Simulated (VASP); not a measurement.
Zr:

```
Zr
1.0
    -1.79085    1.79085    1.79085
     1.79085   -1.79085    1.79085
     1.79085    1.79085   -1.79085
Zr
1
Direct
  0.00000 0.00000 0.00000
```

Base run:

- Program: VASP 6.6.1
- Functional: PBE
- Potentials or basis: VASP PAW PBE potentials, release 64 (Zr_sv)
- Cutoff: 520 eV
- k mesh: 13 × 13 × 13
- Occupations: fermi-dirac, width 0.05 eV
- Spin: no spin polarisation

Its results: band gap on the k mesh zero (band 6 reaches 9.99 eV, above the bottom of band 7 at 8.27 eV); pressure -0.6 GPa.

Problem. The run is repeated on the same cell with these changes: functional from PBE to PBEsol. What comes out?

Solution. Band gap on the k mesh zero (band 6 reaches 9.85 eV, above the bottom of band 7 at 8.13 eV); pressure -4.4 GPa.

PBEsol binds more tightly than PBE, so the same cell stands under less pressure.

Caveats: the PAW data sets were made with another functional, which shifts forces and pressure a little (some runs).
